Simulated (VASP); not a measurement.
**Cu: single point with PBEsol**

Cu:

```
Cu
1.0
     2.17207    0.00000    0.00000
     0.00000    2.17207    0.00000
     0.00000    0.00000    2.17207
Cu
1
Direct
  0.00000 0.00000 0.00000
```

```yaml
Program: VASP 6.6.1
Task: single point
Functional: PBEsol
Potentials_or_basis: VASP PAW PBE potentials, release 64 (Cu)
Cutoff: 600 eV
k_mesh: 18 × 18 × 18
Occupations: fermi-dirac, width 0.08 eV
Spin: no spin polarisation
```

```json
{"Pressure": "57.3 GPa"}
```

Levels at points of the mesh, in eV from the Fermi level:
| k point | band 2 | band 3 | band 4 | band 5 | band 6 | band 7 | band 8 | band 9 |
| --- | --- | --- | --- | --- | --- | --- | --- | --- |
| (0.00, 0.00, 0.00) | -5.34 | -5.34 | -1.41 | -1.41 | -1.41 | 21.06 | 21.06 | 21.06 |
| (0.50, 0.00, 0.00) | -4.82 | -2.66 | -2.66 | -2.48 | -1.30 | 3.28 | 26.18 | 29.05 |
| (0.50, 0.50, 0.00) | -4.38 | -2.40 | -2.40 | -0.58 | 4.80 | 4.80 | 11.55 | 12.34 |
| (0.50, 0.50, 0.50) | -4.93 | -4.93 | -0.51 | -0.51 | 12.54 | 12.54 | 12.54 | 14.14 |

It took 11 s on 1 thread of Intel(R) Xeon(R) 6975P-C (Granite Rapids) (shared host), peak memory 0.14 GiB.

Caveat: the PAW data sets were made with another functional, which shifts forces and pressure a little.
